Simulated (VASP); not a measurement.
# Ta (I4/mmm) in VASP: single point with PBEsol

Aim: the single point of Ta with PBEsol.

Everything below comes from runs of VASP 6.6.1. Logs are shortened: lines on timing, memory, paths and dates and some standing lists are left out, and cuts for length are marked.

### Step 1. The cell of the first run

The structure is tetragonal, space group I4/mmm (No. 139). The conventional cell has a = 3.369 Å, b = 3.369 Å, c = 3.303 Å, α = 90.00°, β = 90.00°, γ = 90.00°. Within 3.8 Å of Ta (site symmetry 4/mmm) lie 14 Ta at 2.90 to 3.37 Å.

### Step 2. Single point, PBEsol (equal xx and yy strain of +2 %)

Contents of INCAR:

```
SYSTEM = Ta
  PREC = Accurate
  ENCUT = 520
  EDIFF = 1E-6
  ISMEAR = -1
  SIGMA = 0.05
  LREAL = .False.
  LASPH = .True.
  NELM = 80
  ALGO = Normal
  ISIF = 2
  LWAVE = .False.
  LCHARG = .False.
  GGA = PS
  NBANDS = 12
```

Contents of KPOINTS:

```
regular mesh
0
Gamma
  15 15 15
  0 0 0
```

Contents of POSCAR:

```
Ta
1.0
   -1.6843056000      1.6843056000      1.6512800000
    1.6843056000     -1.6843056000      1.6512800000
    1.6843056000      1.6843056000     -1.6512800000
Ta
1
Direct
    0.0000000000      0.0000000000      0.0000000000
```

Potentials or basis: VASP PAW PBE potentials, release 64 (Ta_pv).

Command:

```
$ cat potpaw_PBE.64/Ta_pv/POTCAR > POTCAR
$ mpirun -np 1 vasp_std > vasp.out
```

OUTCAR:

```text
SYSTEM = Ta
   PREC = Accurate
   ENCUT = 520
   EDIFF = 1E-6
   ISMEAR = -1
   LREAL = .False.
   LASPH = .True.
   NELM = 80
   ISIF = 2
   GGA = PS

 ion  position               nearest neighbor table
   1  0.000  0.000  0.000-

  LATTYP: Found a body centered tetragonal cell.
 ALAT       =     3.3686112000
 C/A-ratio  =     0.9803921569

  Lattice vectors:

 A1 = (  -1.6843056000,   1.6843056000,   1.6512800000)
 A2 = (   1.6843056000,  -1.6843056000,   1.6512800000)
 A3 = (   1.6843056000,   1.6843056000,  -1.6512800000)

Analysis of symmetry for initial positions (statically):
=====================================================================
 Subroutine PRICEL returns:
 Original cell was already a primitive cell.

 Routine SETGRP: Setting up the symmetry group for a
 body centered tetragonal supercell.

 Subroutine GETGRP returns: Found 16 space group operations
 (whereof 16 operations were pure point group operations)
 out of a pool of 16 trial point group operations.

The static configuration has the point symmetry D_4h.

Analysis of symmetry for dynamics (positions and initial velocities):
=====================================================================
 Subroutine PRICEL returns:
 Original cell was already a primitive cell.

 Routine SETGRP: Setting up the symmetry group for a
 body centered tetragonal supercell.

 Subroutine GETGRP returns: Found 16 space group operations
 (whereof 16 operations were pure point group operations)
 out of a pool of 16 trial point group operations.

The dynamic configuration has the point symmetry D_4h.

 Subroutine INISYM returns: Found 16 space group operations
 (whereof 16 operations are pure point group operations),
 and found     1 'primitive' translations

----------------------------------------------------------------------------------------

                                     Primitive cell

  volume of cell :      18.7380

  direct lattice vectors                    reciprocal lattice vectors
    -1.684305600  1.684305600  1.651280000     0.000000000  0.296858242  0.302795407
     1.684305600 -1.684305600  1.651280000     0.296858242  0.000000000  0.302795407
     1.684305600  1.684305600 -1.651280000     0.296858242  0.296858242  0.000000000

  length of vectors
     2.898360976  2.898360976  2.898360976     0.424039945  0.424039945  0.419820952

  position of ions in fractional coordinates (direct lattice)
     0.000000000  0.000000000  0.000000000

  ion indices of the primitive-cell ions
   primitive index   ion index
                 1           1

----------------------------------------------------------------------------------------

 KPOINTS: regular mesh

Automatic generation of k-mesh.
 Grid dimensions read from file:
 generate k-points for:   15   15   15

 Generating k-lattice:

  Cartesian coordinates                     Fractional coordinates (reciprocal lattice)
     0.000000000  0.019790549  0.020186360     0.066666667  0.000000000  0.000000000
     0.019790549  0.000000000  0.020186360     0.000000000  0.066666667  0.000000000
     0.019790549  0.019790549  0.000000000     0.000000000  0.000000000  0.066666667

  Length of vectors
     0.028269330  0.028269330  0.027988063

  Shift w.r.t. Gamma in fractional coordinates (k-lattice)
     0.000000000  0.000000000  0.000000000

 Subroutine IBZKPT returns following result:
 ===========================================

 Found    288 irreducible k-points:

 Following reciprocal coordinates:
            Coordinates               Weight
  0.000000  0.000000  0.000000      1.000000
  0.066667  0.000000  0.000000      8.000000
  0.133333  0.000000  0.000000      8.000000
  0.200000 -0.000000  0.000000      8.000000
  0.266667  0.000000  0.000000      8.000000
  0.333333 -0.000000  0.000000      8.000000
[... 16 lines left out ...]
  0.133333  0.133333  0.000000      8.000000
  0.200000  0.133333  0.000000     16.000000
 [... further k-points ...]
   k-points           NKPTS =    288   k-points in BZ     NKDIM =    288   number of bands    NBANDS=     12
   number of dos      NEDOS =    301   number of ions     NIONS =      1
   total plane-waves  NPLWV =  13824
   dimension x,y,z NGX =    24 NGY =   24 NGZ =   24
   dimension x,y,z NGXF=    48 NGYF=   48 NGZF=   48
   ions per type =               1
   NGX,Y,Z   is equivalent  to a cutoff of  13.77, 13.77, 13.77 a.u.
   NGXF,Y,Z  is equivalent  to a cutoff of  27.53, 27.53, 27.53 a.u.
 SYSTEM =  Ta
   PREC   = accura    normal or accurate (medium, high low for compatibility)
   ISTART =      0    job   : 0-new  1-cont  2-samecut
   ICHARG =      2    charge: 1-file 2-atom 10-const
   ISPIN  =      1    spin polarized calculation?
   LNONCOLLINEAR =      F non collinear calculations
   LSORBIT =      F    spin-orbit coupling
   LASPH  =      T    aspherical Exc in radial PAW
   ENCUT  =  520.0 eV  38.22 Ry    6.18 a.u.   5.39  5.39  5.39*2*pi/ulx,y,z
   NELM   =     80;   NELMIN=  2; NELMDL= -5     # of ELM steps
   EDIFF  = 0.1E-05   stopping-criterion for ELM
   LREAL  =      F    real-space projection
   EDIFFG = 0.1E-04   stopping-criterion for IOM
   NSW    =      0    number of steps for IOM
   IBRION =     -1    ionic relax: 0-MD 1-quasi-New 2-CG
   NFREE  =      0    steps in history (QN), initial steepest desc. (CG)
   ISIF   =      2    stress and relaxation
   ISYM   =      2    0-nonsym 1-usesym 2-fastsym
   POTIM  = 0.5000    time-step for ionic-motion
   TEBEG  =    0.0;   TEEND  =   0.0 temperature during run
   PSTRESS=    0.0 pullay stress
   NELECT =      11.0000    total number of electrons
   NUPDOWN=      -1.0000    fix difference up-down
   EMIN   =  10.00;   EMAX   =-10.00  energy-range for DOS
   EFERMI =   0.00;   METHOD = LEGACY
   ISMEAR =    -1;   SIGMA  =   0.05  broadening in eV -4-tet -1-fermi 0-gaus
   EFERMI_NEDOS =   21; number of points for ismear=-14 and -15
   IALGO  =     38    algorithm
   IMIX   =      4    mixing-type and parameters
     AMIX     =   0.40;   BMIX     =  1.00
     AMIX_MAG =   1.60;   BMIX_MAG =  1.00
  volume/ion in A,a.u.               =      18.74       126.45
  Fermi-wavevector in a.u.,A,eV,Ry     =   1.370771  2.590381 25.565524  1.879013
  Thomas-Fermi vector in A             =   2.496527
   LORBIT       =      0    0 simple, 1 ext, 2 COOP (PROOUT), +10 PAW based schemes
   GGA     = PS    functional components
   LHFCALC =     F    Hartree Fock is set to
   AEXX    =    0.0000 exact exchange contribution
   IVDW    =     0    specifies the selected vdW correction
   LEPSILON=     F    determine dielectric tensor
   LRPA    =     F    only Hartree local field effects (RPA)
 non-spin polarized calculation
  energy-cutoff  :      520.00
  volume of cell :       18.74
 maximum number of plane-waves:       523
 NGX is ok and might be reduce to    24
   NGX = 11   NGY = 11   NGZ = 11

 number of electron      10.9999999 magnetization

 Free energy of the ion-electron system (eV)
  ---------------------------------------------------
  ext. energy  EPLUGINS =         0.00000000
  ---------------------------------------------------
  free energy    TOTEN  =       -12.51641206 eV

  energy without entropy =      -12.50469224  energy(sigma->0) =      -12.51055215

 E-fermi :   5.0018     XC(G=0): -12.5271

 val. band max:        5.0003414820   @ k =   0.3333  -0.0000   0.0000
 cond. band min:       5.0022699336   @ k =  -0.2000   0.0667  -0.0000
 fundamental gap:      0.0019284516
 Fermi energy:         5.0018388723

 k-point     1 :       0.0000    0.0000    0.0000
  band No.  band energies     occupation
      1     -28.1783      2.00000
      2     -28.1783      2.00000
      3     -28.1728      2.00000
      4      -2.7674      2.00000
      5       5.5671      0.00002
      6       5.8090      0.00000
      7       5.8090      0.00000
      8       8.6855      0.00000
      9       9.0165      0.00000
     10      19.5291      0.00000
     11      19.7485      0.00000
     12      19.7485      0.00000

 k-point     2 :       0.0667    0.0000    0.0000
  band No.  band energies     occupation
      1     -28.2240      2.00000
      2     -28.1936      2.00000
      3     -28.1759      2.00000
      4      -2.5764      2.00000
      5       5.5259      0.00006
      6       5.7684      0.00000
      7       5.9113      0.00000
      8       8.6226      0.00000
      9       8.8923      0.00000
     10      19.5287      0.00000
     11      20.0229      0.00000
     12      20.0864      0.00000

 k-point     3 :       0.1333    0.0000    0.0000
  band No.  band energies     occupation
      1     -28.3585      2.00000
      2     -28.2365      2.00000
      3     -28.1774      2.00000
      4      -2.0302      2.00000
      5       5.2239      0.02328
      6       5.5894      0.00002
      7       6.4307      0.00000
      8       8.3746      0.00000
      9       8.8306      0.00000
     10      19.5279      0.00000
     11      20.4402      0.00000
     12      21.0534      0.00000
[... 286 lines left out ...]
 k-point    23 :       0.1333    0.1333    0.0000
  band No.  band energies     occupation
      1     -28.6421      2.00000
      2     -28.3032      2.00000
      3     -28.2248      2.00000
      4      -0.7337      2.00000
      5       4.7171      1.99330
      6       4.8204      1.94831
      7       7.9375      0.00000
      8       7.9676      0.00000
      9       9.2382      0.00000
     10      19.5230      0.00000
     11      21.2258      0.00000
     12      21.2998      0.00000

 k-point    24 :       0.2000    0.1333    0.0000
  band No.  band energies     occupation
      1     -28.8144      2.00000
      2     -28.3805      2.00000
      3     -28.2385      2.00000
      4       0.1644      2.00000
      5       4.3095      2.00000
      6       4.5076      1.99990
      7       8.0030      0.00000
      8       9.1627      0.00000
      9       9.5269      0.00000
     10      19.4759      0.00000
     11      19.7872      0.00000
     12      21.0661      0.00000

 [... further k-points ...]

------------------------ aborting loop because EDIFF is reached ----------------------------------------

  FORCE on cell =-STRESS in cart. coord.  units (eV):
  Direction    XX          YY          ZZ          XY          YZ          ZX
  --------------------------------------------------------------------------------------
  -------------------------------------------------------------------------------------
  Total       -1.3535445     -1.3535445     -1.1232828      0.0000000     -0.0000000      0.0000000
  in kB     -115.7339063   -115.7339063    -96.0455362      0.0000000     -0.0000000      0.0000000
  external PRESSURE =    -109.1711163 kB  Pullay stress =       0.0000000 kB

 VOLUME and BASIS-vectors are now :
 -----------------------------------------------------------------------------
  energy-cutoff  :      520.00
  volume of cell :       18.74
      direct lattice vectors                 reciprocal lattice vectors
    -1.684305600  1.684305600  1.651280000     0.000000000  0.296858242  0.302795407
     1.684305600 -1.684305600  1.651280000     0.296858242  0.000000000  0.302795407
     1.684305600  1.684305600 -1.651280000     0.296858242  0.296858242  0.000000000

 POSITION                                       TOTAL-FORCE (eV/Angst)
 -----------------------------------------------------------------------------------
      0.00000      0.00000      0.00000         0.000000      0.000000      0.000000
 -----------------------------------------------------------------------------------
    total drift:                                0.000000      0.000000     -0.000000

  FREE ENERGIE OF THE ION-ELECTRON SYSTEM (eV)
  ---------------------------------------------------
  free  energy   TOTEN  =       -12.5164120611 eV

  energy  without entropy=      -12.5046922432  energy(sigma->0) =      -12.51055215
```

Wall time 60 s (1 thread of Intel Xeon 8259CL, shared host); peak memory 0.19 GiB.

What came out:

- Free energy: -12.5164 eV
- Pressure: -10.9 GPa
- Band gap on the k mesh: zero (an odd number of electrons rules out a gap without spin polarisation)

Caveat: the cell differs from its parent crystal (equal xx and yy strain of +2 %); the cell stands under tension; the PAW data sets were made with another functional, which shifts forces and pressure a little; spin-orbit coupling is left out, which moves the levels of the heavy elements.
